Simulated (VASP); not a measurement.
Set up this calculation in VASP 6.6.1, as the native input.

```yaml
Task: single point
Functional: PBE
Potentials_or_basis: VASP PAW PBE potentials, release 64 (Si, O)
Cutoff: 520 eV
k_mesh: 10 × 10 × 10
Occupations: gaussian, width 0.1 eV
Spin: no spin polarisation
Dipole_correction: no
k_mesh_for_the_DOS: 15 × 15 × 15
Occupations_for_the_DOS: tetrahedron
Further_INCAR_settings: ALGO = Normal; EDIFF = 1e-06
```

Si4O:

```xyz
5
Lattice="4.1751 0.0000 0.0000 0.0000 4.1751 0.0000 0.0000 0.0000 4.1751" Properties=species:S:1:pos:R:3 pbc="T T T"
Si    0.0000    0.0000    0.0000
Si    2.0876    2.0876    0.0000
Si    2.0876    0.0000    2.0876
Si    0.0000    2.0876    2.0876
O     2.0876    2.0876    2.0876
```

These files were run (other wordings do the same):

POSCAR

```
Si4O
1.0
    4.1751014904      0.0000000000      0.0000000000
    0.0000000000      4.1751014904      0.0000000000
    0.0000000000      0.0000000000      4.1751014904
Si O
4 1
Direct
    0.0000000000      0.0000000000      0.0000000000
    0.5000000000      0.5000000000      0.0000000000
    0.5000000000      0.0000000000      0.5000000000
    0.0000000000      0.5000000000      0.5000000000
    0.5000000000      0.5000000000      0.5000000000
```

INCAR.step1

```
PREC = Accurate
ENCUT = 520
EDIFF = 1E-6
ISMEAR = 0
SIGMA = 0.1
LREAL = False
LASPH = True
NELM = 80
ALGO = Normal
ISIF = 2
LWAVE = False
LCHARG = True
GGA = PE
NBANDS = 19
```

KPOINTS.step1

```
regular mesh
0
Gamma
  10 10 10
```

INCAR.step2

```
PREC = Accurate
ENCUT = 520
EDIFF = 1E-6
ISMEAR = -5
SIGMA = 0.1
LREAL = False
LASPH = True
NELM = 80
ALGO = Normal
ISIF = 2
LWAVE = False
LCHARG = False
GGA = PE
LORBIT = 11
NEDOS = 1001
ICHARG = 11
```

KPOINTS.step2

```
regular mesh
0
Gamma
  15 15 15
```

Potentials or basis: VASP PAW PBE potentials, release 64 (Si, O).

Run with:

```sh
$ cat potpaw_PBE.64/Si/POTCAR potpaw_PBE.64/O/POTCAR > POTCAR
$ cp INCAR.step1 INCAR
$ cp KPOINTS.step1 KPOINTS
$ mpirun -np 1 vasp_std > vasp.out
$ cp INCAR.step2 INCAR
$ cp KPOINTS.step2 KPOINTS
$ mpirun -np 1 vasp_std > vasp.out
```

Results of the run:

| Quantity | Value |
| --- | --- |
| Valence electrons inside the program's atomic spheres | Si 1.48, 1.49 (each value once); O 5.04 |

Wall time 100 s on 1 thread of Intel(R) Xeon(R) Platinum 8488C (Sapphire Rapids), on a shared host, peak memory 0.25 GiB.
